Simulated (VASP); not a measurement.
# InAs (F-43m) in VASP: notebook, part 2 of 2

VASP 6.6.1. The steps go on from the part before.

### 4 Vibrations by perturbation theory, PBE (phonons at volume x 1.02)

INCAR

```
PREC = Accurate
ENCUT = 520
EDIFF = 1E-8
ISMEAR = -1
SIGMA = 0.15
LREAL = False
LASPH = True
NELM = 60
ALGO = Normal
ISIF = 2
LWAVE = False
LCHARG = True
GGA = PE
NBANDS = 16
IBRION = 8
NSW = 1
```

KPOINTS

```
Automatic mesh
0
Gamma
  12 12 12
```

POSCAR

```
InAs
1.0
    0.0000000000      3.1142700212      3.1142700212
    3.1142700212      0.0000000000      3.1142700212
    3.1142700212      3.1142700212      0.0000000000
In As
1 1
Direct
    0.0000000000      0.0000000000      0.0000000000
    0.7500000000      0.7500000000      0.7500000000
```

Potentials or basis: VASP PAW PBE potentials, release 64 (In_d, As).

Command:

```console
$ cat potpaw_PBE.64/In_d/POTCAR potpaw_PBE.64/As/POTCAR > POTCAR
$ mpirun -np 1 vasp_std > vasp.out
```

OUTCAR:

```text
PREC = Accurate
   ENCUT = 520
   EDIFF = 1E-8
   ISMEAR = -1
   LREAL = False
   LASPH = True
   NELM = 60
   ISIF = 2
   GGA = PE
   IBRION = 8
   NSW = 1

 ion  position               nearest neighbor table
   1  0.000  0.000  0.000-   2 2.70   2 2.70   2 2.70   2 2.70
   2  0.750  0.750  0.750-   1 2.70   1 2.70   1 2.70   1 2.70

  LATTYP: Found a face centered cubic cell.
 ALAT       =     6.2285400424

  Lattice vectors:

 A1 = (   0.0000000000,   3.1142700212,   3.1142700212)
 A2 = (   3.1142700212,   0.0000000000,   3.1142700212)
 A3 = (   3.1142700212,   3.1142700212,   0.0000000000)

Analysis of symmetry for initial positions (statically):
=====================================================================
 Subroutine PRICEL returns:
 Original cell was already a primitive cell.

 Routine SETGRP: Setting up the symmetry group for a
 face centered cubic supercell.

 Subroutine GETGRP returns: Found 24 space group operations
 (whereof 24 operations were pure point group operations)
[... 681 lines left out ...]

 INTERNAL STRAIN TENSOR  FOR ION    2  DIRECTION 1   (eV/Angst):
 -----------------------------------------------------------------------------
    -0.00094  0.00000  0.00000
     0.00000  0.00188  5.58641
     0.00000  5.58641  0.00188

 INTERNAL STRAIN TENSOR FOR ION    2 for displacements in x,y,z  (eV/Angst):
          X           Y           Z          XY          YZ          ZX
  --------------------------------------------------------------------------------
  x     0.00000     0.00000     0.00000     0.00000     5.58641     0.00000
  y     0.00000     0.00000     0.00000     0.00000     0.00000     5.58641
  z     0.00000     0.00000     0.00000     5.58641     0.00000     0.00000

 SECOND DERIVATIVES (NOT SYMMETRIZED)
 ------------------------------------
               1X          1Y          1Z          2X          2Y          2Z
  1X    -6.266813    0.000000    0.000000    6.266813    0.000000    0.000000
  1Y     0.000000   -6.266813    0.000000    0.000000    6.266813    0.000000
  1Z     0.000000    0.000000   -6.266813    0.000000    0.000000    6.266813
  2X     6.274815    0.000000    0.000000   -6.274815    0.000000    0.000000
  2Y     0.000000    6.274815    0.000000    0.000000   -6.274815    0.000000
  2Z     0.000000    0.000000    6.274815    0.000000    0.000000   -6.274815

 Eigenvectors and eigenvalues of the dynamical matrix
 ----------------------------------------------------

   1 f  =    5.814470 THz    36.533392 2PiTHz  193.949838 cm-1    24.046704 meV
             X         Y         Z           dx          dy          dz
      0.000000  0.000000  0.000000     0.000000    0.628138    0.000000
      4.671405  4.671405  4.671405     0.000000   -0.778102    0.000000
[... 21 lines left out ...]
   6 f/i=    0.001813 THz     0.011392 2PiTHz    0.060479 cm-1     0.007498 meV
             X         Y         Z           dx          dy          dz
      0.000000  0.000000  0.000000     0.000000    0.000000    0.778102
      4.671405  4.671405  4.671405     0.000000    0.000000    0.628138

--------------------------------------------------------------------------------------------------------

 ELASTIC MODULI CONTR FROM IONIC RELAXATION (kBar)
 Direction    XX          YY          ZZ          XY          YZ          ZX
 --------------------------------------------------------------------------------
 XX          -0.0000     -0.0000     -0.0000     -0.0000     -0.0000     -0.0000
 YY          -0.0000     -0.0000     -0.0000     -0.0000     -0.0000     -0.0000
 ZZ          -0.0000     -0.0000     -0.0000     -0.0000     -0.0000     -0.0000
 XY          -0.0000     -0.0000     -0.0000   -130.0717      0.0000     -0.0000
 YZ          -0.0000     -0.0000     -0.0000      0.0000   -130.0717     -0.0000
 ZX          -0.0000     -0.0000     -0.0000     -0.0000     -0.0000   -130.0717
 --------------------------------------------------------------------------------
```

OSZICAR:

```text
N       E                     dE             d eps       ncg     rms          rms(c)
DAV:   1     0.112053812986E+03    0.11205E+03   -0.82933E+03  2320   0.119E+03
DAV:   2    -0.246052236089E+00   -0.11230E+03   -0.10789E+03  2592   0.291E+02
DAV:   3    -0.776477924243E+01   -0.75187E+01   -0.74839E+01  3016   0.739E+01
[... 46 lines left out ...]
RMM:   8    -0.453739796804E-01   -0.12446E-05   -0.73976E-08 16743   0.111E-03    0.369E-04
RMM:   9    -0.453746675451E-01   -0.68786E-06    0.42700E-08 17674   0.382E-04    0.881E-05
RMM:  10    -0.453746953729E-01   -0.27828E-07    0.58491E-08 18957   0.141E-04    0.241E-05
RMM:  11    -0.453747046713E-01   -0.92985E-08   -0.12840E-07 19011   0.445E-05    0.136E-05
RMM:  12    -0.453747237354E-01   -0.19064E-07    0.22455E-08 18954   0.165E-05    0.811E-06
RMM:  13    -0.453747267139E-01   -0.29785E-08   -0.10215E-08 17712   0.867E-06    0.916E-07
 Linear response finished
```

stdout:

```text
POSCAR found type information on POSCAR InAs
 POSCAR found :  2 types and       2 ions
 scaLAPACK will be used
 LDA part: xc-table for (Slater+PW92), standard interpolation
 POSCAR, INCAR and KPOINTS ok, starting setup
 FFT: planning ... GRIDC
 FFT: planning ... GRID_SOFT
 FFT: planning ... GRID
 WAVECAR not read
 entering main loop
 Linear response reoptimize wavefunctions to high precision
 Linear response DOF=           2
 Linear response progress:
 first order change of Fermi-energy  -0.35638E-04
 force on displaced ion       1 direction 1 :  -6.267  -0.000  -0.000
 Linear response progress:
 first order change of Fermi-energy   0.25320E-03
 force on displaced ion       2 direction 1 :  -6.275  -0.000  -0.000
 Linear response finished
```

Wall time 25 min (1 thread of AMD EPYC 7R43 (Zen 3), shared host); peak memory 0.67 GiB.

What came out:

```yaml
Highest_phonon_frequency_at_Γ_LO-TO_splitting_left_out: 194 cm⁻¹
```

Phonon frequencies in cm⁻¹ (negative: imaginary):
| q point | frequencies |
| --- | --- |
| (0.000, 0.000, 0.000) | 0 0 0 194 194 194 |

Caveat: the cell differs from its parent crystal (phonons at volume x 1.02); spin-orbit coupling is left out, which moves the levels of the heavy elements.

### 5 Vibrations by perturbation theory, PBE

This run uses another cell than the first one, of 24.14 Å³/atom, 0.847 times its volume.

INCAR

```
SYSTEM = InAs
ALGO     = Normal         ! electronic algorithm
EDIFF    = 1E-8           ! SCF threshold, eV
ENCUT    = 520            ! plane-wave cutoff, eV
GGA      = PE             ! functional
IBRION   = 8              ! ionic algorithm
ISIF     = 2              ! what is computed and relaxed
ISMEAR   = -1             ! smearing method
LASPH    = .True.         ! aspherical terms in the spheres
LCHARG   = .True.         ! write CHGCAR
LREAL    = .False.        ! projectors in reciprocal space
LWAVE    = .False.        ! write WAVECAR
NBANDS   = 16             ! bands
NELM     = 60             ! most SCF steps
NSW      = 1              ! ionic steps
PREC     = Accurate       ! precision mode
SIGMA    = 0.15           ! smearing width, eV
```

KPOINTS

```
k-points
0
Gamma
  12 12 12
  0 0 0
```

POSCAR

```
InAs
1.0
    0.0000000000      2.8902027368      2.8902027368
    2.8902027368      0.0000000000      2.8902027368
    2.8902027368      2.8902027368      0.0000000000
In As
1 1
Direct
    0.0000000000      0.0000000000      0.0000000000
    0.7500000000      0.7500000000      0.7500000000
```

Potentials or basis: VASP PAW PBE potentials, release 64 (In_d, As).

Command:

```console
$ cat potpaw_PBE.64/In_d/POTCAR potpaw_PBE.64/As/POTCAR > POTCAR
$ mpirun -np 1 vasp_std > vasp.out
```

OUTCAR:

```text
SYSTEM = InAs
   EDIFF = 1E-8
   ENCUT = 520
   GGA = PE
   IBRION = 8
   ISIF = 2
   ISMEAR = -1
   LASPH = .True.
   LREAL = .False.
   NELM = 60
   NSW = 1
   PREC = Accurate

 ion  position               nearest neighbor table
   1  0.000  0.000  0.000-   2 2.50   2 2.50   2 2.50   2 2.50
   2  0.750  0.750  0.750-   1 2.50   1 2.50   1 2.50   1 2.50

  LATTYP: Found a face centered cubic cell.
 ALAT       =     5.7804054736

  Lattice vectors:

 A1 = (   0.0000000000,   2.8902027368,   2.8902027368)
 A2 = (   2.8902027368,   0.0000000000,   2.8902027368)
 A3 = (   2.8902027368,   2.8902027368,   0.0000000000)

Analysis of symmetry for initial positions (statically):
=====================================================================
 Subroutine PRICEL returns:
 Original cell was already a primitive cell.

 Routine SETGRP: Setting up the symmetry group for a
 face centered cubic supercell.

 Subroutine GETGRP returns: Found 24 space group operations
 (whereof 24 operations were pure point group operations)
 out of a pool of 48 trial point group operations.

The static configuration has the point symmetry T_d .

Analysis of symmetry for dynamics (positions and initial velocities):
=====================================================================
 Subroutine PRICEL returns:
 Original cell was already a primitive cell.

 Routine SETGRP: Setting up the symmetry group for a
 face centered cubic supercell.

 Subroutine GETGRP returns: Found 24 space group operations
[... 639 lines left out ...]
      4.33530      4.33530      4.33530        -0.000000     -0.000000     -0.000000
 -----------------------------------------------------------------------------------
    total drift:                                0.000000      0.000000      0.000000

  FREE ENERGIE OF THE ION-ELECTRON SYSTEM (eV)
  ---------------------------------------------------
  free  energy   TOTEN  =        -7.2637799662 eV

  energy  without entropy=       -7.2625842024  energy(sigma->0) =       -7.26318208

[... ionic steps 2 to 3 ...]

--------------------------------------- Ionic step        4  -------------------------------------------

------------------------ aborting loop because EDIFF is reached ----------------------------------------

[... ionic steps 5 to 6 ...]

--------------------------------------- Ionic step        7  -------------------------------------------

 Free energy of the ion-electron system (eV)
  ---------------------------------------------------
  ---------------------------------------------------
  free energy    TOTEN  =        -0.04571319 eV

  energy without entropy =       -0.04571319

------------------------ aborting loop because EDIFF is reached ----------------------------------------

 INTERNAL STRAIN TENSOR  FOR ION    2  DIRECTION 1   (eV/Angst):
 -----------------------------------------------------------------------------
    -0.00520  0.00000  0.00000
     0.00000  0.00306 15.03355
     0.00000 15.03355  0.00306

 INTERNAL STRAIN TENSOR FOR ION    2 for displacements in x,y,z  (eV/Angst):
          X           Y           Z          XY          YZ          ZX
  --------------------------------------------------------------------------------
  x     0.00000     0.00000     0.00000     0.00000    15.03355     0.00000
  y     0.00000     0.00000     0.00000     0.00000     0.00000    15.03355
  z     0.00000     0.00000     0.00000    15.03355     0.00000     0.00000

 SECOND DERIVATIVES (NOT SYMMETRIZED)
 ------------------------------------
               1X          1Y          1Z          2X          2Y          2Z
  1X   -11.241724    0.000000    0.000000   11.241724    0.000000    0.000000
  1Y     0.000000  -11.241724    0.000000    0.000000   11.241724    0.000000
  1Z     0.000000    0.000000  -11.241724    0.000000    0.000000   11.241724
  2X    11.216054    0.000000    0.000000  -11.216054    0.000000    0.000000
  2Y     0.000000   11.216054    0.000000    0.000000  -11.216054    0.000000
  2Z     0.000000    0.000000   11.216054    0.000000    0.000000  -11.216054

 Eigenvectors and eigenvalues of the dynamical matrix
 ----------------------------------------------------

   1 f  =    7.779206 THz    48.878193 2PiTHz  259.486382 cm-1    32.172197 meV
             X         Y         Z           dx          dy          dz
      0.000000  0.000000  0.000000     0.000000    0.628815    0.000000
      4.335304  4.335304  4.335304     0.000000   -0.777555    0.000000
[... 21 lines left out ...]
   6 f/i=    0.004347 THz     0.027316 2PiTHz    0.145016 cm-1     0.017980 meV
             X         Y         Z           dx          dy          dz
      0.000000  0.000000  0.000000     0.000000    0.000000    0.777555
      4.335304  4.335304  4.335304     0.000000    0.000000    0.628815

--------------------------------------------------------------------------------------------------------

 ELASTIC MODULI CONTR FROM IONIC RELAXATION (kBar)
 Direction    XX          YY          ZZ          XY          YZ          ZX
 --------------------------------------------------------------------------------
 XX          -0.0000      0.0000      0.0000     -0.0000      0.0000     -0.0000
 YY           0.0000     -0.0000     -0.0000     -0.0000     -0.0000     -0.0000
 ZZ           0.0000     -0.0000     -0.0000      0.0000     -0.0000     -0.0000
 XY          -0.0000     -0.0000      0.0000   -661.0231     -0.0000      0.0000
 YZ           0.0000     -0.0000     -0.0000     -0.0000   -661.0231     -0.0000
 ZX          -0.0000     -0.0000     -0.0000      0.0000     -0.0000   -661.0231
 --------------------------------------------------------------------------------
```

Wall time 10 min (1 thread of Intel Xeon 6975P-C, shared host); peak memory 0.56 GiB.

Results:

```
Highest phonon frequency at Γ, LO-TO splitting left out : 259 cm⁻¹
```

Phonon frequencies in cm⁻¹ (negative: imaginary):
```tsv
q point	frequencies
(0.000, 0.000, 0.000)	0 0 0 259 259 259
```

Caveat: the cell wasn't relaxed at this level first, which shifts response properties; spin-orbit coupling is left out, which moves the levels of the heavy elements.

### 6 Vibrations by perturbation theory, PBE

This run uses another cell than the first one, of 29.04 Å³/atom, 1.019 times its volume.

INCAR

```
SYSTEM = InAs
PREC = Accurate
ENCUT = 520
EDIFF = 1E-8
ISMEAR = -1
SIGMA = 0.15
LREAL = .FALSE.
LASPH = .TRUE.
NELM = 100
ALGO = Normal
ISIF = 2
LWAVE = .FALSE.
LCHARG = .TRUE.
GGA = PE
NBANDS = 16
IBRION = 8
NSW = 1
```

KPOINTS

```
regular mesh
0
G
  12 12 12
  0 0 0
```

POSCAR

```
InAs
1.0
    0.0000000000      3.0737012722      3.0737012722
    3.0737012722      0.0000000000      3.0737012722
    3.0737012722      3.0737012722      0.0000000000
In As
1 1
Direct
    0.0000000000      0.0000000000      0.0000000000
    0.7500000000      0.7500000000      0.7500000000
```

Potentials or basis: VASP PAW PBE potentials, release 64 (In_d, As).

Command:

```console
$ cat potpaw_PBE.64/In_d/POTCAR potpaw_PBE.64/As/POTCAR > POTCAR
$ mpirun -np 1 vasp_std > vasp.out
```

OUTCAR:

```text
SYSTEM = InAs
   PREC = Accurate
   ENCUT = 520
   EDIFF = 1E-8
   ISMEAR = -1
   LREAL = .FALSE.
   LASPH = .TRUE.
   NELM = 100
   ISIF = 2
   GGA = PE
   IBRION = 8
   NSW = 1

 ion  position               nearest neighbor table
   1  0.000  0.000  0.000-   2 2.66   2 2.66   2 2.66   2 2.66
   2  0.750  0.750  0.750-   1 2.66   1 2.66   1 2.66   1 2.66

  LATTYP: Found a face centered cubic cell.
 ALAT       =     6.1474025444

  Lattice vectors:

[... 710 lines left out ...]
               1X          1Y          1Z          2X          2Y          2Z
  1X    -7.016285    0.000000    0.000000    7.016285    0.000000    0.000000
  1Y     0.000000   -7.016285    0.000000    0.000000    7.016285    0.000000
  1Z     0.000000    0.000000   -7.016285    0.000000    0.000000    7.016285
  2X     6.981184    0.000000    0.000000   -6.981184    0.000000    0.000000
  2Y     0.000000    6.981184    0.000000    0.000000   -6.981184    0.000000
  2Z     0.000000    0.000000    6.981184    0.000000    0.000000   -6.981184

 Eigenvectors and eigenvalues of the dynamical matrix
 ----------------------------------------------------

   1 f  =    6.140653 THz    38.582861 2PiTHz  204.830137 cm-1    25.395689 meV
             X         Y         Z           dx          dy          dz
      0.000000  0.000000  0.000000     0.000000   -0.629334    0.000000
      4.610552  4.610552  4.610552     0.000000    0.777135    0.000000
[... 21 lines left out ...]
   6 f/i=    0.007531 THz     0.047319 2PiTHz    0.251211 cm-1     0.031146 meV
             X         Y         Z           dx          dy          dz
      0.000000  0.000000  0.000000     0.549517   -0.549517    0.000000
      4.610552  4.610552  4.610552     0.445007   -0.445007    0.000000

--------------------------------------------------------------------------------------------------------

 ELASTIC MODULI CONTR FROM IONIC RELAXATION (kBar)
 Direction    XX          YY          ZZ          XY          YZ          ZX
 --------------------------------------------------------------------------------
 XX          -0.0000      0.0000      0.0000      0.0000      0.0000      0.0000
 YY           0.0000     -0.0000      0.0000      0.0000      0.0000     -0.0000
 ZZ           0.0000      0.0000     -0.0000      0.0000      0.0000      0.0000
 XY           0.0000      0.0000      0.0000   -184.0261      0.0000      0.0000
 YZ           0.0000      0.0000      0.0000      0.0000   -184.0261      0.0000
 ZX           0.0000     -0.0000      0.0000      0.0000      0.0000   -184.0261
 --------------------------------------------------------------------------------
```

stdout:

```text
POSCAR found type information on POSCAR InAs
 POSCAR found :  2 types and       2 ions
 scaLAPACK will be used
 LDA part: xc-table for (Slater+PW92), standard interpolation
 POSCAR, INCAR and KPOINTS ok, starting setup
 FFT: planning ... GRIDC
 FFT: planning ... GRID_SOFT
 FFT: planning ... GRID
 WAVECAR not read
 entering main loop
 Linear response reoptimize wavefunctions to high precision
 Linear response DOF=           2
 Linear response progress:
 first order change of Fermi-energy  -0.33796E-04
 force on displaced ion       1 direction 1 :  -7.016   0.000   0.000
 Linear response progress:
 first order change of Fermi-energy   0.25217E-03
 force on displaced ion       2 direction 1 :  -6.981  -0.000  -0.000
 Linear response finished
```

Wall time 4.7 min (1 thread of Intel Xeon 6975P-C (Granite Rapids), shared host); peak memory 0.63 GiB.

Results:

```
Highest phonon frequency at Γ, LO-TO splitting left out : 205 cm⁻¹
```

Phonon frequencies in cm⁻¹ (negative: imaginary):
```
              q point        frequencies
(0.000, 0.000, 0.000)  0 0 0 205 205 205
```

Caveat: the cell wasn't relaxed at this level first, which shifts response properties; spin-orbit coupling is left out, which moves the levels of the heavy elements.
